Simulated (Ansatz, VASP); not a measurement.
One calculation of Ti2SeS, two programs

```
CELL_PARAMETERS angstrom
1.89000 1.09119 6.17667
-1.89000 1.09119 6.17667
0.00000 -2.18238 6.17667
ATOMIC_POSITIONS crystal
Ti 0.25000 0.25000 0.25000
Ti 0.75000 0.75000 0.75000
Se 0.50000 0.50000 0.50000
S 0.00000 0.00000 0.00000
```

Alike in both runs: task relaxation of cell and atoms; functional PBE; k mesh 4 × 4 × 4; occupations gaussian, width 0.15 eV; collinear spin.

|  | VASP | Ansatz |
| --- | --- | --- |
| version | VASP 6.6.1 | Ansatz 0.2.0 |
| potentials or method | VASP PAW PBE potentials, release 64 (Ti_sv, Se, S), cutoff 600 eV | scalar-relativistic, plane waves, PAW |
| valence electrons in the cell | 36 | 46 |

```csv
,VASP,Ansatz,Ansatz less VASP
"gap on the k mesh at the Fermi level, each at its own relaxed structure (eV)",none,none,-
net moment per atom (μB),0.00,0.00,0.000
relaxed volume (Å³/atom),16.66,16.67,+0.011
relaxed length of the cell vector where the two differ most in proportion (Å),6.315,6.320,+0.0048
```

A gap of «none» marks a metal or a gap that the smearing closes. VASP's potentials hold 36 valence electrons a cell and Ansatz's 46, so a difference there can come from the potentials and not from the codes. Ansatz's warnings: seeded moment not kept.

The k mesh is coarse, so the values compare programs but aren't converged.
